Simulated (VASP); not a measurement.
# C (C2/m) in VASP: a series of runs

C is run at these levels: PBE+D3(BJ); tasks: single point.

Everything below comes from runs of VASP 6.6.1. Logs are shortened: lines on timing, memory, paths and dates and some standing lists are left out, and cuts for length are marked.

**1. The cell of the first run**

The structure is monoclinic, space group C2/m (No. 12). Conventional cell: a = 4.269 Å, b = 2.465 Å, c = 3.650 Å, α = 90.00°, β = 112.95°, γ = 90.00°. C (site symmetry m) has 3 C at 1.41 to 1.45 Å within 1.9 Å.

**2. Single point, PBE+D3(BJ) (atoms displaced along a vibrational mode)**

INCAR reads:

```
SYSTEM = C
ALGO = Normal
EDIFF = 1E-6
ENCUT = 520
GGA = PE
ISIF = 2
ISMEAR = 0
IVDW = 12
LASPH = .TRUE.
LCHARG = .TRUE.
LELF = .TRUE.
LREAL = .FALSE.
LVHAR = .TRUE.
LWAVE = .FALSE.
NBANDS = 11
NELM = 80
PREC = Accurate
SIGMA = 0.05
```

KPOINTS reads:

```
k-points
0
G
  15 15 15
  0 0 0
```

POSCAR reads:

```
C
1.0
    1.2324809262      0.7115731945      3.3609366220
   -1.2324809262      0.7115731945      3.3609366220
    0.0000000000     -1.4231463891      3.3609366220
C
2
Direct
    0.1701089599      0.1701089599      0.1595689339
    0.8298910401      0.8298910401      0.8404310661
```

Potentials or basis: VASP PAW PBE potentials, release 64 (C).

Command:

```console
$ cat potpaw_PBE.64/C/POTCAR > POTCAR
$ mpirun -np 1 vasp_std > vasp.out
```

OUTCAR:

```text
SYSTEM = C
   EDIFF = 1E-6
   ENCUT = 520
   GGA = PE
   ISIF = 2
   ISMEAR = 0
   IVDW = 12
   LASPH = .TRUE.
   LREAL = .FALSE.
   NELM = 80
   PREC = Accurate
 IVDW          = 12

 ion  position               nearest neighbor table
   1  0.170  0.170  0.160-   2 1.41   2 1.41   2 1.45
   2  0.830  0.830  0.840-   1 1.41   1 1.41   1 1.45

  LATTYP: Found a trigonal (rhomboedric) cell.
 ALAT       =     3.6498274783
 COS(alpha) =     0.7719417768

  Lattice vectors:

 A1 = (   1.2324809262,   0.7115731945,   3.3609366220)
 A2 = (  -1.2324809262,   0.7115731945,   3.3609366220)
 A3 = (   0.0000000000,  -1.4231463891,   3.3609366220)

Analysis of symmetry for initial positions (statically):
=====================================================================
 Subroutine PRICEL returns:
 Original cell was already a primitive cell.

 Routine SETGRP: Setting up the symmetry group for a
 trigonal (rhombohedral) supercell.

 Subroutine GETGRP returns: Found  4 space group operations
 (whereof  4 operations were pure point group operations)
 out of a pool of 12 trial point group operations.

The static configuration has the point symmetry C_2h.

Analysis of symmetry for dynamics (positions and initial velocities):
=====================================================================
 Subroutine PRICEL returns:
 Original cell was already a primitive cell.

 Routine SETGRP: Setting up the symmetry group for a
 trigonal (rhombohedral) supercell.

 Subroutine GETGRP returns: Found  4 space group operations
 (whereof  4 operations were pure point group operations)
 out of a pool of 12 trial point group operations.

The dynamic configuration has the point symmetry C_2h.

 Subroutine INISYM returns: Found  4 space group operations
 (whereof  4 operations are pure point group operations),
 and found     1 'primitive' translations

----------------------------------------------------------------------------------------

                                     Primitive cell

  volume of cell :      17.6853

  direct lattice vectors                    reciprocal lattice vectors
     1.232480926  0.711573195  3.360936622     0.405685791  0.234222801  0.099178702
    -1.232480926  0.711573195  3.360936622    -0.405685791  0.234222801  0.099178702
     0.000000000 -1.423146389  3.360936622     0.000000000 -0.468445602  0.099178702

  length of vectors
     3.649827478  3.649827478  3.649827478     0.478829507  0.478829507  0.478829507

  position of ions in fractional coordinates (direct lattice)
     0.170108960  0.170108960  0.159568934
     0.829891040  0.829891040  0.840431066

  ion indices of the primitive-cell ions
   primitive index   ion index
                 1           1
                 2           2

----------------------------------------------------------------------------------------

 KPOINTS: k-points

Automatic generation of k-mesh.
 Grid dimensions read from file:
 generate k-points for:   15   15   15

 Generating k-lattice:

  Cartesian coordinates                     Fractional coordinates (reciprocal lattice)
     0.027045719  0.015614853  0.006611913     0.066666667  0.000000000  0.000000000
    -0.027045719  0.015614853  0.006611913     0.000000000  0.066666667  0.000000000
     0.000000000 -0.031229707  0.006611913    -0.000000000 -0.000000000  0.066666667

  Length of vectors
     0.031921967  0.031921967  0.031921967

  Shift w.r.t. Gamma in fractional coordinates (k-lattice)
     0.000000000  0.000000000  0.000000000

 Subroutine IBZKPT returns following result:
 ===========================================

 Found    904 irreducible k-points:

 Following reciprocal coordinates:
            Coordinates               Weight
  0.000000  0.000000  0.000000      1.000000
  0.066667  0.000000  0.000000      4.000000
  0.000000  0.000000  0.066667      2.000000
  0.133333  0.000000  0.000000      4.000000
  0.000000  0.000000  0.133333      2.000000
  0.200000  0.000000  0.000000      4.000000
[... 16 lines left out ...]
  0.066667  0.000000  0.200000      4.000000
  0.266667  0.066667 -0.000000      4.000000
 [... further k-points ...]
   k-points           NKPTS =    904   k-points in BZ     NKDIM =    904   number of bands    NBANDS=     11
   number of dos      NEDOS =    301   number of ions     NIONS =      2
   total plane-waves  NPLWV =  21952
   dimension x,y,z NGX =    28 NGY =   28 NGZ =   28
   dimension x,y,z NGXF=    56 NGYF=   56 NGZF=   56
   ions per type =               2
   NGX,Y,Z   is equivalent  to a cutoff of  12.75, 12.75, 12.75 a.u.
   NGXF,Y,Z  is equivalent  to a cutoff of  25.51, 25.51, 25.51 a.u.
 SYSTEM =  C
   PREC   = accura    normal or accurate (medium, high low for compatibility)
   ISTART =      0    job   : 0-new  1-cont  2-samecut
   ICHARG =      2    charge: 1-file 2-atom 10-const
   ISPIN  =      1    spin polarized calculation?
   LNONCOLLINEAR =      F non collinear calculations
   LSORBIT =      F    spin-orbit coupling
   LASPH  =      T    aspherical Exc in radial PAW
   ENCUT  =  520.0 eV  38.22 Ry    6.18 a.u.   6.79  6.79  6.79*2*pi/ulx,y,z
   NELM   =     80;   NELMIN=  2; NELMDL= -5     # of ELM steps
   EDIFF  = 0.1E-05   stopping-criterion for ELM
   LREAL  =      F    real-space projection
   EDIFFG = 0.1E-04   stopping-criterion for IOM
   NSW    =      0    number of steps for IOM
   IBRION =     -1    ionic relax: 0-MD 1-quasi-New 2-CG
   NFREE  =      0    steps in history (QN), initial steepest desc. (CG)
   ISIF   =      2    stress and relaxation
   ISYM   =      2    0-nonsym 1-usesym 2-fastsym
   POTIM  = 0.5000    time-step for ionic-motion
   TEBEG  =    0.0;   TEEND  =   0.0 temperature during run
   PSTRESS=    0.0 pullay stress
   NELECT =       8.0000    total number of electrons
   NUPDOWN=      -1.0000    fix difference up-down
   EMIN   =  10.00;   EMAX   =-10.00  energy-range for DOS
   EFERMI =   0.00;   METHOD = LEGACY
   ISMEAR =     0;   SIGMA  =   0.05  broadening in eV -4-tet -1-fermi 0-gaus
   EFERMI_NEDOS =   21; number of points for ismear=-14 and -15
   IALGO  =     38    algorithm
   IMIX   =      4    mixing-type and parameters
     AMIX     =   0.40;   BMIX     =  1.00
     AMIX_MAG =   1.60;   BMIX_MAG =  1.00
  volume/ion in A,a.u.               =       8.84        59.67
  Fermi-wavevector in a.u.,A,eV,Ry     =   1.256708  2.374834 21.487884  1.579315
  Thomas-Fermi vector in A             =   2.390403
   LORBIT       =      0    0 simple, 1 ext, 2 COOP (PROOUT), +10 PAW based schemes
   GGA     = PE    functional components
   LHFCALC =     F    Hartree Fock is set to
   AEXX    =    0.0000 exact exchange contribution
   IVDW    =    12    specifies the selected vdW correction
   LEPSILON=     F    determine dielectric tensor
   LRPA    =     F    only Hartree local field effects (RPA)
 non-spin polarized calculation
 Gauss-broadening in eV      SIGMA  =   0.05
  energy-cutoff  :      520.00
  volume of cell :       17.69
 maximum number of plane-waves:       490
   NGX = 13   NGY = 13   NGZ = 13

 number of electron       8.0000000 magnetization

 Free energy of the ion-electron system (eV)
  ---------------------------------------------------
  ext. energy  EPLUGINS =         0.00000000
  ---------------------------------------------------
  free energy    TOTEN  =       -18.39948638 eV

  energy without entropy =      -18.39948638  energy(sigma->0) =      -18.39948638

 E-fermi :   4.6535     XC(G=0): -10.3112

 val. band max:        4.4949035174   @ k =   0.2000  -0.1333  -0.4667
 cond. band min:       4.8121791463   @ k =   0.2000  -0.1333  -0.4667
 fundamental gap:      0.3172756289
 Fermi energy:         4.6535239148

 k-point     1 :       0.0000    0.0000    0.0000
  band No.  band energies     occupation
      1     -14.9901      2.00000
      2      -1.8980      2.00000
      3       1.2136      2.00000
      4       2.1221      2.00000
      5       8.9335      0.00000
      6      12.4399      0.00000
      7      13.6281      0.00000
      8      16.0287      0.00000
      9      17.3180      0.00000
     10      27.3890      0.00000
     11      30.2806      0.00000

 k-point     2 :       0.0667    0.0000    0.0000
  band No.  band energies     occupation
      1     -14.8829      2.00000
      2      -1.7885      2.00000
      3       0.8549      2.00000
      4       1.8380      2.00000
      5       9.0862      0.00000
      6      12.7418      0.00000
      7      13.8204      0.00000
      8      15.6458      0.00000
      9      17.5191      0.00000
     10      27.7366      0.00000
     11      29.5090      0.00000

 k-point     3 :       0.0000    0.0000    0.0667
  band No.  band energies     occupation
      1     -14.8823      2.00000
      2      -1.7909      2.00000
      3       1.0171      2.00000
      4       1.6603      2.00000
      5       9.0838      0.00000
      6      12.5678      0.00000
      7      14.0537      0.00000
      8      15.6692      0.00000
      9      17.4855      0.00000
     10      27.7234      0.00000
     11      29.3267      0.00000

 k-point     4 :       0.1333    0.0000    0.0000
  band No.  band energies     occupation
      1     -14.5622      2.00000
      2      -1.4612      2.00000
      3      -0.1560      2.00000
      4       1.1664      2.00000
      5       9.5427      0.00000
      6      13.0969      0.00000
      7      14.5830      0.00000
      8      14.7306      0.00000
      9      18.1510      0.00000
     10      27.4561      0.00000
     11      28.7040      0.00000

 k-point     5 :       0.0000    0.0000    0.1333
  band No.  band energies     occupation
      1     -14.5599      2.00000
      2      -1.4712      2.00000
      3       0.4523      2.00000
      4       0.5113      2.00000
      5       9.5364      0.00000
      6      12.7590      0.00000
      7      14.6813      0.00000
      8      15.2389      0.00000
      9      18.0455      0.00000
     10      27.1848      0.00000
     11      28.6849      0.00000
[... 211 lines left out ...]
 k-point    21 :       0.2000    0.0667    0.0000
  band No.  band energies     occupation
      1     -14.2298      2.00000
      2      -1.2393      2.00000
      3      -0.8324      2.00000
      4       0.3744      2.00000
      5      10.1977      0.00000
      6      13.2369      0.00000
      7      13.7682      0.00000
      8      15.5402      0.00000
      9      18.8759      0.00000
     10      25.4848      0.00000
     11      28.8978      0.00000

 k-point    22 :      -0.2000    0.0000   -0.0667
  band No.  band energies     occupation
      1     -14.2327      2.00000
      2      -1.2276      2.00000
      3      -1.0491      2.00000
      4       0.6199      2.00000
      5      10.2082      0.00000
      6      13.5835      0.00000
      7      13.7693      0.00000
      8      14.9852      0.00000
      9      18.9402      0.00000
     10      25.7191      0.00000
     11      28.9210      0.00000

 k-point    23 :       0.0667    0.0000    0.2000
  band No.  band energies     occupation
      1     -14.2281      2.00000
      2      -1.2469      2.00000
      3      -0.4949      2.00000
      4       0.0039      2.00000
      5      10.1928      0.00000
      6      13.0958      0.00000
      7      13.8071      0.00000
      8      15.7915      0.00000
      9      18.8513      0.00000
     10      25.4343      0.00000
     11      28.7949      0.00000

 k-point    24 :       0.2667    0.0667   -0.0000
  band No.  band energies     occupation
      1     -13.5919      2.00000
      2      -2.4232      2.00000
      3      -0.6204      2.00000
      4      -0.3631      2.00000
      5      11.1323      0.00000
      6      12.1794      0.00000
      7      13.3313      0.00000
      8      16.9960      0.00000
      9      20.1568      0.00000
     10      23.7444      0.00000
     11      27.8820      0.00000

 [... further k-points ...]

------------------------ aborting loop because EDIFF is reached ----------------------------------------

 Edisp (eV)   -0.31204

 E8    (eV) :    -0.0884

  FORCE on cell =-STRESS in cart. coord.  units (eV):
  Direction    XX          YY          ZZ          XY          YZ          ZX
  --------------------------------------------------------------------------------------
  -------------------------------------------------------------------------------------
  Total       0.48319    -0.19640    -0.00649     0.00000     0.00198     0.00000
  in kB      43.77387   -17.79267    -0.58821     0.00000     0.17895     0.00000
  external pressure =        8.46 kB  Pullay stress =        0.00 kB

 VOLUME and BASIS-vectors are now :
 -----------------------------------------------------------------------------
  energy-cutoff  :      520.00
  volume of cell :       17.69
      direct lattice vectors                 reciprocal lattice vectors
     1.232480926  0.711573195  3.360936622     0.405685791  0.234222801  0.099178702
    -1.232480926  0.711573195  3.360936622    -0.405685791  0.234222801  0.099178702
     0.000000000 -1.423146389  3.360936622     0.000000000 -0.468445602  0.099178702

 POSITION                                       TOTAL-FORCE (eV/Angst)
 -----------------------------------------------------------------------------------
      0.00000      0.01500      1.67975         0.000000     -1.560808      0.003379
      0.00000     -0.01500      8.40306         0.000000      1.560808     -0.003379
 -----------------------------------------------------------------------------------
    total drift:                                0.000000     -0.000000      0.000000

  FREE ENERGIE OF THE ION-ELECTRON SYSTEM (eV)
  ---------------------------------------------------
  free  energy   TOTEN  =       -18.7115288933 eV

  energy  without entropy=      -18.7115288905  energy(sigma->0) =      -18.71152889
```

It took 2.5 min on 1 thread of Intel Xeon Platinum 8488C (Sapphire Rapids), shared host; peak memory 0.28 GiB.

Results:

| Property | Result |
| --- | --- |
| Free energy | -18.7115 eV |
| Pressure | 0.8 GPa |
| Largest force | 1.561 eV/Å |
| Dispersion energy per atom | -0.156 eV |

Forces on the atoms (eV/Å):
```
C    0.000 -1.561  0.003
C    0.000  1.561 -0.003
```

Caveat: the cell differs from its parent crystal (atoms displaced along a vibrational mode); forces of over 1 eV/Å act on the atoms, so gaps and moduli don't describe the material at rest.

**3. Single point, PBE+D3(BJ) (atoms displaced along a vibrational mode)**

INCAR reads:

```
SYSTEM = C
ALGO     = Normal         ! electronic algorithm
EDIFF    = 1E-6           ! SCF threshold, eV
ENCUT    = 520            ! plane-wave cutoff, eV
GGA      = PE             ! functional
ISIF     = 2              ! what is computed and relaxed
ISMEAR   = 0              ! smearing method
IVDW     = 12             ! dispersion correction
LASPH    = .TRUE.         ! aspherical terms in the spheres
LCHARG   = .TRUE.         ! write CHGCAR
LELF     = .TRUE.         ! ELF
LREAL    = .FALSE.        ! projectors in reciprocal space
LVHAR    = .TRUE.       
LWAVE    = .FALSE.        ! write WAVECAR
NBANDS   = 11             ! bands
NELM     = 60             ! most SCF steps
PREC     = Accurate       ! precision mode
SIGMA    = 0.05           ! smearing width, eV
```

KPOINTS is that of step 2.

POSCAR reads:

```
C
1.0
    1.2324809262      0.7115731945      3.3609366220
   -1.2324809262      0.7115731945      3.3609366220
    0.0000000000     -1.4231463891      3.3609366220
C
2
Direct
    0.1865576207      0.1865576207      0.1549375426
    0.8134423793      0.8134423793      0.8450624574
```

Potentials or basis: VASP PAW PBE potentials, release 64 (C).

Command:

```console
$ cat potpaw_PBE.64/C/POTCAR > POTCAR
$ mpirun -np 1 vasp_std > vasp.out
```

It took 2.5 min on 1 thread of Intel Xeon Platinum 8488C (Sapphire Rapids), shared host; peak memory 0.27 GiB.

It converged, with:

```
Free energy                : -18.2495 eV
Pressure                   : 1.5 GPa
Largest force              : 5.008 eV/Å
Dispersion energy per atom : -0.156 eV
```

Forces in eV/Å, atoms in the order of the input:
```
C    0.000 -4.000 -3.014
C    0.000  4.000  3.014
```

Stress tensor (GPa, compression positive):
```
11.70  0.00  0.00
 0.00 -2.07 -6.87
 0.00 -6.87 -5.02
```

Caveat: the cell differs from its parent crystal (atoms displaced along a vibrational mode); forces of over 1 eV/Å act on the atoms, so gaps and moduli don't describe the material at rest.

[end of part 1 of 3]
